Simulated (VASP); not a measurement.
Write the native input for VASP 6.6.1 that does the following.

```yaml
Task: single point
Functional: PBEsol
Potentials_or_basis: VASP PAW PBE potentials, release 64 (Ti_sv, Co)
Cutoff: 520 eV
k_mesh: 12 × 12 × 12
Occupations: gaussian, width 0.15 eV
Spin: collinear spin, ferromagnetic start
Starting_moments: "[0.2, 0.44, 0.44, 0.44] μB"
Fixed_moment: 1.52 μB
Dipole_correction: no
Further_INCAR_settings: ALGO = Normal; EDIFF = 1e-07; NBANDS = 32
```

The structure of TiCo3 lies in POSCAR:

```
TiCo3
1.0
    3.2921146286      0.0000000000      0.0000000000
    0.0000000000      3.2921146286      0.0000000000
    0.0000000000      0.0000000000      3.2921146286
Ti Co
1 3
Direct
    0.0000000000      0.0000000000      0.0000000000
    0.0000000000      0.5000000000      0.5000000000
    0.5000000000      0.0000000000      0.5000000000
    0.5000000000      0.5000000000      0.0000000000
```

The input as run:

INCAR

```
PREC     = Accurate       # precision mode
ENCUT    = 520            # plane-wave cutoff, eV
EDIFF    = 1E-7           # SCF threshold, eV
ISMEAR   = 0              # smearing method
SIGMA    = 0.15           # smearing width, eV
LREAL    = False          # projectors in reciprocal space
LASPH    = True           # aspherical terms in the spheres
NELM     = 150            # most SCF steps
ALGO     = Normal         # electronic algorithm
ISIF     = 2              # what is computed and relaxed
LWAVE    = False          # write WAVECAR
LCHARG   = True           # write CHGCAR
ISPIN    = 2              # spin polarisation
MAGMOM   = 0.2 0.44 0.44 0.44 # initial moments
LORBIT   = 11             # projections on sites
NUPDOWN  = 1.52           # fixed moment
LMAXMIX  = 4              # l up to which the mixer works
GGA      = PS             # functional
LELF     = True           # ELF
LVHAR    = True         
NBANDS   = 32             # bands
```

KPOINTS

```
regular mesh
0
Gamma
  12 12 12
```

Potentials or basis: VASP PAW PBE potentials, release 64 (Ti_sv, Co).

Run with:

```sh
$ cat potpaw_PBE.64/Ti_sv/POTCAR potpaw_PBE.64/Co/POTCAR > POTCAR
$ mpirun -np 1 vasp_std > vasp.out
```

Results of the run:

- Pressure: 79.1 GPa
- Net moment: 1.52 μB per cell
- Site moments: Ti -0.08; Co +0.53 μB
- Valence electrons inside the program's atomic spheres: Ti 10.99; Co 8.94

Caveat: the PAW data sets were made with another functional, which shifts forces and pressure a little; the total moment is fixed, so each spin has its own Fermi level.

Wall time 63 s on 1 thread of Intel(R) Xeon(R) 6975P-C (Granite Rapids), with other jobs on the host, peak memory 0.25 GiB.
